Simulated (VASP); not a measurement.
Wanted: the native input for a VASP 6.6.1 run.

| Property | Result |
| --- | --- |
| Task | single point |
| Functional | PBE |
| Potentials or basis | VASP PAW PBE potentials, release 64 (Al, B, Sb) |
| Cutoff | 500 eV |
| k mesh | 5 × 5 × 2 |
| Occupations | gaussian, width 0.2 eV |
| Spin | no spin polarisation |
| Dipole correction | no |
| Further INCAR settings | ALGO = Normal; EDIFF = 1e-06; NBANDS = 20 |

The structure of Al3BSb2 lies in POSCAR:

```
Al3BSb2
1.0
    3.2062465225      0.0000000000      0.0000000000
    0.0000000000      3.2062465225      0.0000000000
    0.0000000000      0.0000000000     11.2336998599
Al B Sb
3 1 2
Direct
    0.0000000000      0.0000000000      0.6652257164
    0.0000000000      0.0000000000      0.2479586054
    0.5000000000      0.5000000000      0.8142983948
    0.5000000000      0.5000000000      0.2856687787
    0.0000000000      0.0000000000     -0.0035596599
    0.5000000000      0.5000000000      0.4904081746
```

The cell was built from a structure type or drawn by symmetry, and may not be a known phase.

These files were run (other wordings do the same):

INCAR

```
SYSTEM = Al3BSb2
ALGO = Normal
EDIFF = 1E-6
ENCUT = 500
GGA = PE
GGA_COMPAT = .False.
ISIF = 2
ISMEAR = 0
LASPH = .True.
LCHARG = .False.
LREAL = .False.
LWAVE = .False.
NBANDS = 20
NELM = 120
PREC = Accurate
SIGMA = 0.2
```

KPOINTS

```
k-points
0
Gamma
  5 5 2
  0 0 0
```

Potentials or basis: VASP PAW PBE potentials, release 64 (Al, B, Sb).

The run is started by

```sh
$ cat potpaw_PBE.64/Al/POTCAR potpaw_PBE.64/B/POTCAR potpaw_PBE.64/Sb/POTCAR > POTCAR
$ mpirun -np 1 vasp_std > vasp.out
```

Results of the run:

```yaml
Pressure: 0.5 GPa
Largest_force: 0.052 eV/Å
Band_gap_on_the_k_mesh: zero (bands 11 and 12 overlap by 3.20 eV)
```

Caveat: the k points lie up to 0.39 Å⁻¹ apart, too coarse for converged energies and pressures of a metal; spin-orbit coupling is left out, which moves the levels of the heavy elements.

Wall time 39 s on 1 thread of Intel Xeon 8259CL, on a shared host, peak memory 0.21 GiB.
